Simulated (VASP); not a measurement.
Write the native input for VASP 6.6.1 that does the following.

| Item | Value |
| --- | --- |
| Task | relaxation of cell and atoms |
| Functional | PBE |
| Potentials or basis | VASP PAW PBE potentials, release 64 (W_sv, C) |
| Cutoff | 600 eV |
| k mesh | 12 × 12 × 4 |
| Occupations | gaussian, width 0.1 eV |
| Spin | no spin polarisation |
| Dipole correction | no |
| Further INCAR settings | ALGO = Normal; EDIFF = 1e-07; IBRION = 2; EDIFFG = -0.01; NSW = 100; ISIF = 3 |

The structure of W5C lies in POSCAR:

```
W5C
1.0
    3.0198776977      0.0000000000      0.0000000000
   -1.5099388489      2.6152908025      0.0000000000
    0.0000000000      0.0000000000     11.1439746030
W C
5 1
Direct
    0.3333333333      0.6666666667      0.1104321655
    0.6666666667      0.3333333333      0.8895678345
    0.0000000000      0.0000000000      0.5000000000
    0.3333333333      0.6666666667      0.6897566291
    0.6666666667      0.3333333333      0.3102433709
    0.0000000000      0.0000000000      0.0000000000
```

One way to write it, as run:

INCAR

```
ALGO = Normal ; EDIFF = 1E-7
EDIFFG = -0.01 ; ENCUT = 600
GGA = PE ; IBRION = 2
ISIF = 3 ; ISMEAR = 0
LASPH = True ; LCHARG = False
LREAL = False ; LWAVE = False
NELM = 100 ; NSW = 100
PREC = Accurate ; SIGMA = 0.1
```

KPOINTS

```
k-points
0
Gamma
  12 12 4
```

Potentials or basis: VASP PAW PBE potentials, release 64 (W_sv, C).

The run is started by

```console
$ cat potpaw_PBE.64/W_sv/POTCAR potpaw_PBE.64/C/POTCAR > POTCAR
$ mpirun -np 1 vasp_std > vasp.out
```

It gave:

```json
{
 "Relaxed volume": "14.66 Å³/atom",
 "Relaxed cell": "a = 3.015 Å, b = 3.015 Å, c = 11.173 Å, α = 90.00°, β = 90.00°, γ = 120.00°",
 "Space group after relaxing (to 0.1 Å)": "P-3m1 (No. 164)",
 "Energy gained by relaxing": "0.3 meV/atom",
 "Ionic steps": "7",
 "Pressure after relaxing": "0.0 GPa",
 "Largest force after relaxing": "0.007 eV/Å",
 "Band gap on the k mesh": "zero (bands 37 and 38 overlap by 1.82 eV)"
}
```

Caveat: spin-orbit coupling is left out, which moves the levels of the heavy elements.

Run time: 13 min on 1 thread of Intel(R) Xeon(R) 6975P-C (Granite Rapids), with other jobs on the host, peak memory 0.4 GiB.
